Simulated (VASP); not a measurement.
# Zn (Fm-3m) in VASP: single point with PBEsol

Aim: the single point of Zn with PBEsol.

Program: VASP 6.6.1. These are calculated values, not measurements. Logs are shortened: lines on timing, memory, paths and dates and some standing lists are left out, and cuts for length are marked.

### Step 1. The cell of the first run

Symmetry: Fm-3m, No. 225, cubic system. Conventional cell: a = 3.842 Å, b = 3.842 Å, c = 3.842 Å, α = 90.00°, β = 90.00°, γ = 90.00°. Within 3.6 Å of Zn (site symmetry m-3m) lie 12 Zn at 2.72 Å.

### Step 2. Single point, PBEsol

File INCAR:

```
SYSTEM = Zn
PREC     = Accurate       ! precision mode
ENCUT    = 520            ! plane-wave cutoff, eV
EDIFF    = 1E-6           ! SCF threshold, eV
ISMEAR   = -1             ! smearing method
SIGMA    = 0.13605693000000002 ! smearing width, eV
LREAL    = .False.        ! projectors in reciprocal space
LASPH    = .True.         ! aspherical terms in the spheres
NELM     = 100            ! most SCF steps
ALGO     = Normal         ! electronic algorithm
ISIF     = 2              ! what is computed and relaxed
LWAVE    = .False.        ! write WAVECAR
LCHARG   = .False.        ! write CHGCAR
GGA      = PS             ! functional
NBANDS   = 12             ! bands
```

File KPOINTS:

```
Automatic mesh
0
Gamma
  15 15 15
  0 0 0
```

File POSCAR:

```
Zn
1.0
    0.0000000000      1.9212300422      1.9212300422
    1.9212300422      0.0000000000      1.9212300422
    1.9212300422      1.9212300422      0.0000000000
Zn
1
Direct
    0.0000000000      0.0000000000      0.0000000000
```

Potentials or basis: VASP PAW PBE potentials, release 64 (Zn).

Run with:

```sh
$ cat potpaw_PBE.64/Zn/POTCAR > POTCAR
$ mpirun -np 1 vasp_std > vasp.out
```

OUTCAR:

```text
SYSTEM = Zn
   PREC = Accurate
   ENCUT = 520
   EDIFF = 1E-6
   ISMEAR = -1
   LREAL = .False.
   LASPH = .True.
   NELM = 100
   ISIF = 2
   GGA = PS

 ion  position               nearest neighbor table
   1  0.000  0.000  0.000-

  LATTYP: Found a face centered cubic cell.
 ALAT       =     3.8424600844

  Lattice vectors:

 A1 = (   0.0000000000,   1.9212300422,   1.9212300422)
 A2 = (   1.9212300422,   0.0000000000,   1.9212300422)
 A3 = (   1.9212300422,   1.9212300422,   0.0000000000)

Analysis of symmetry for initial positions (statically):
=====================================================================
 Subroutine PRICEL returns:
 Original cell was already a primitive cell.

 Routine SETGRP: Setting up the symmetry group for a
 face centered cubic supercell.

 Subroutine GETGRP returns: Found 48 space group operations
 (whereof 48 operations were pure point group operations)
 out of a pool of 48 trial point group operations.

The static configuration has the point symmetry O_h .

Analysis of symmetry for dynamics (positions and initial velocities):
=====================================================================
 Subroutine PRICEL returns:
 Original cell was already a primitive cell.

 Routine SETGRP: Setting up the symmetry group for a
 face centered cubic supercell.

 Subroutine GETGRP returns: Found 48 space group operations
 (whereof 48 operations were pure point group operations)
 out of a pool of 48 trial point group operations.

The dynamic configuration has the point symmetry O_h .

 Subroutine INISYM returns: Found 48 space group operations
 (whereof 48 operations are pure point group operations),
 and found     1 'primitive' translations

----------------------------------------------------------------------------------------

                                     Primitive cell

  volume of cell :      14.1830

  direct lattice vectors                    reciprocal lattice vectors
     0.000000000  1.921230042  1.921230042    -0.260249938  0.260249938  0.260249938
     1.921230042  0.000000000  1.921230042     0.260249938 -0.260249938  0.260249938
     1.921230042  1.921230042  0.000000000     0.260249938  0.260249938 -0.260249938

  length of vectors
     2.717029582  2.717029582  2.717029582     0.450766116  0.450766116  0.450766116

  position of ions in fractional coordinates (direct lattice)
     0.000000000  0.000000000  0.000000000

  ion indices of the primitive-cell ions
   primitive index   ion index
                 1           1

----------------------------------------------------------------------------------------

 KPOINTS: Automatic mesh

Automatic generation of k-mesh.
 Grid dimensions read from file:
 generate k-points for:   15   15   15

 Generating k-lattice:

  Cartesian coordinates                     Fractional coordinates (reciprocal lattice)
    -0.017349996  0.017349996  0.017349996     0.066666667  0.000000000  0.000000000
     0.017349996 -0.017349996  0.017349996     0.000000000  0.066666667  0.000000000
     0.017349996  0.017349996 -0.017349996     0.000000000  0.000000000  0.066666667

  Length of vectors
     0.030051074  0.030051074  0.030051074

  Shift w.r.t. Gamma in fractional coordinates (k-lattice)
     0.000000000  0.000000000  0.000000000

 Subroutine IBZKPT returns following result:
 ===========================================

 Found    120 irreducible k-points:

 Following reciprocal coordinates:
            Coordinates               Weight
  0.000000  0.000000  0.000000      1.000000
  0.066667  0.000000  0.000000      8.000000
  0.133333  0.000000  0.000000      8.000000
  0.200000  0.000000  0.000000      8.000000
  0.266667  0.000000  0.000000      8.000000
  0.333333  0.000000  0.000000      8.000000
[... 16 lines left out ...]
  0.133333  0.133333  0.000000      6.000000
  0.200000  0.133333  0.000000     24.000000
 [... further k-points ...]
   k-points           NKPTS =    120   k-points in BZ     NKDIM =    120   number of bands    NBANDS=     12
   number of dos      NEDOS =    301   number of ions     NIONS =      1
   total plane-waves  NPLWV =   8000
   dimension x,y,z NGX =    20 NGY =   20 NGZ =   20
   dimension x,y,z NGXF=    40 NGYF=   40 NGZF=   40
   ions per type =               1
   NGX,Y,Z   is equivalent  to a cutoff of  12.24, 12.24, 12.24 a.u.
   NGXF,Y,Z  is equivalent  to a cutoff of  24.47, 24.47, 24.47 a.u.
 SYSTEM =  Zn
   PREC   = accura    normal or accurate (medium, high low for compatibility)
   ISTART =      0    job   : 0-new  1-cont  2-samecut
   ICHARG =      2    charge: 1-file 2-atom 10-const
   ISPIN  =      1    spin polarized calculation?
   LNONCOLLINEAR =      F non collinear calculations
   LSORBIT =      F    spin-orbit coupling
   LASPH  =      T    aspherical Exc in radial PAW
   ENCUT  =  520.0 eV  38.22 Ry    6.18 a.u.   5.05  5.05  5.05*2*pi/ulx,y,z
   NELM   =    100;   NELMIN=  2; NELMDL= -5     # of ELM steps
   EDIFF  = 0.1E-05   stopping-criterion for ELM
   LREAL  =      F    real-space projection
   EDIFFG = 0.1E-04   stopping-criterion for IOM
   NSW    =      0    number of steps for IOM
   IBRION =     -1    ionic relax: 0-MD 1-quasi-New 2-CG
   NFREE  =      0    steps in history (QN), initial steepest desc. (CG)
   ISIF   =      2    stress and relaxation
   ISYM   =      2    0-nonsym 1-usesym 2-fastsym
   POTIM  = 0.5000    time-step for ionic-motion
   TEBEG  =    0.0;   TEEND  =   0.0 temperature during run
   PSTRESS=    0.0 pullay stress
   NELECT =      12.0000    total number of electrons
   NUPDOWN=      -1.0000    fix difference up-down
   EMIN   =  10.00;   EMAX   =-10.00  energy-range for DOS
   EFERMI =   0.00;   METHOD = LEGACY
   ISMEAR =    -1;   SIGMA  =   0.14  broadening in eV -4-tet -1-fermi 0-gaus
   EFERMI_NEDOS =   21; number of points for ismear=-14 and -15
   IALGO  =     38    algorithm
   IMIX   =      4    mixing-type and parameters
     AMIX     =   0.40;   BMIX     =  1.00
     AMIX_MAG =   1.60;   BMIX_MAG =  1.00
  volume/ion in A,a.u.               =      14.18        95.71
  Fermi-wavevector in a.u.,A,eV,Ry     =   1.548386  2.926025 32.619953  2.397499
  Thomas-Fermi vector in A             =   2.653344
   LORBIT       =      0    0 simple, 1 ext, 2 COOP (PROOUT), +10 PAW based schemes
   GGA     = PS    functional components
   LHFCALC =     F    Hartree Fock is set to
   AEXX    =    0.0000 exact exchange contribution
   IVDW    =     0    specifies the selected vdW correction
   LEPSILON=     F    determine dielectric tensor
   LRPA    =     F    only Hartree local field effects (RPA)
 non-spin polarized calculation
  energy-cutoff  :      520.00
  volume of cell :       14.18
 maximum number of plane-waves:       391
   NGX = 11   NGY = 11   NGZ = 11

 number of electron      12.0000009 magnetization

 Free energy of the ion-electron system (eV)
  ---------------------------------------------------
  ext. energy  EPLUGINS =         0.00000000
  ---------------------------------------------------
  free energy    TOTEN  =        -1.56805973 eV

  energy without entropy =       -1.55022339  energy(sigma->0) =       -1.55914156

 E-fermi :   3.3895     XC(G=0): -12.0838

 val. band max:        3.3147037342   @ k =  -0.4000   0.2667   0.0667
 cond. band min:       3.3908625152   @ k =   0.4667   0.0667   0.0000
 fundamental gap:      0.0761587810
 Fermi energy:         3.3894751028

 k-point     1 :       0.0000    0.0000    0.0000
  band No.  band energies     occupation
      1      -7.5195      2.00000
      2      -4.3739      2.00000
      3      -4.3739      2.00000
      4      -4.3739      2.00000
      5      -3.9388      2.00000
      6      -3.9388      2.00000
      7      22.5979      0.00000
      8      22.5979      0.00000
      9      22.5979      0.00000
     10      22.8309      0.00000
     11      25.2901      0.00000
     12      25.2901      0.00000

 k-point     2 :       0.0667    0.0000    0.0000
  band No.  band energies     occupation
      1      -7.3788      2.00000
      2      -4.3870      2.00000
      3      -4.3566      2.00000
      4      -4.3566      2.00000
      5      -3.9438      2.00000
      6      -3.9438      2.00000
      7      20.1176      0.00000
      8      22.1279      0.00000
      9      22.1279      0.00000
     10      22.7226      0.00000
     11      26.0015      0.00000
     12      26.0015      0.00000

 k-point     3 :       0.1333    0.0000    0.0000
  band No.  band energies     occupation
      1      -6.9662      2.00000
      2      -4.4138      2.00000
      3      -4.3153      2.00000
      4      -4.3153      2.00000
      5      -3.9500      2.00000
      6      -3.9500      2.00000
      7      16.7053      0.00000
      8      21.3289      0.00000
      9      21.3289      0.00000
     10      22.5853      0.00000
     11      27.5163      0.00000
     12      27.5163      0.00000
[... 286 lines left out ...]
 k-point    23 :       0.1333    0.1333    0.0000
  band No.  band energies     occupation
      1      -6.7829      2.00000
      2      -4.4910      2.00000
      3      -4.2562      2.00000
      4      -4.2562      2.00000
      5      -4.0323      2.00000
      6      -3.8886      2.00000
      7      18.7197      0.00000
      8      18.7197      0.00000
      9      19.9576      0.00000
     10      20.8368      0.00000
     11      24.2509      0.00000
     12      29.7097      0.00000

 k-point    24 :       0.2000    0.1333    0.0000
  band No.  band energies     occupation
      1      -6.3076      2.00000
      2      -4.5440      2.00000
      3      -4.2142      2.00000
      4      -4.2007      2.00000
      5      -4.0230      2.00000
      6      -3.8592      2.00000
      7      15.9420      0.00000
      8      17.7682      0.00000
      9      19.7214      0.00000
     10      21.5803      0.00000
     11      22.1742      0.00000
     12      29.6808      0.00000

 [... further k-points ...]

------------------------ aborting loop because EDIFF is reached ----------------------------------------

  FORCE on cell =-STRESS in cart. coord.  units (eV):
  Direction    XX          YY          ZZ          XY          YZ          ZX
  --------------------------------------------------------------------------------------
  -------------------------------------------------------------------------------------
  Total        0.0185122      0.0185122      0.0185122      0.0000000      0.0000000     -0.0000000
  in kB        2.0912197      2.0912197      2.0912197      0.0000000      0.0000000     -0.0000000
  external PRESSURE =       2.0912197 kB  Pullay stress =       0.0000000 kB

 VOLUME and BASIS-vectors are now :
 -----------------------------------------------------------------------------
  energy-cutoff  :      520.00
  volume of cell :       14.18
      direct lattice vectors                 reciprocal lattice vectors
     0.000000000  1.921230042  1.921230042    -0.260249938  0.260249938  0.260249938
     1.921230042  0.000000000  1.921230042     0.260249938 -0.260249938  0.260249938
     1.921230042  1.921230042  0.000000000     0.260249938  0.260249938 -0.260249938

 POSITION                                       TOTAL-FORCE (eV/Angst)
 -----------------------------------------------------------------------------------
      0.00000      0.00000      0.00000         0.000000     -0.000000      0.000000
 -----------------------------------------------------------------------------------
    total drift:                                0.000000      0.000000      0.000000

  FREE ENERGIE OF THE ION-ELECTRON SYSTEM (eV)
  ---------------------------------------------------
  free  energy   TOTEN  =        -1.5680597295 eV

  energy  without entropy=       -1.5502233881  energy(sigma->0) =       -1.55914156
```

Wall time 14 s (1 thread of Intel Xeon Platinum 8259CL at 2.50GHz (Skylake/Cascade Lake), shared host); peak memory 0.13 GiB.

What came out:

```
Free energy            : -1.5681 eV
Pressure               : 0.2 GPa
Band gap on the k mesh : zero (band 6 reaches 5.29 eV, above the bottom of band 7 at 2.27 eV)
```

Caveat: the PAW data sets were made with another functional, which shifts forces and pressure a little.
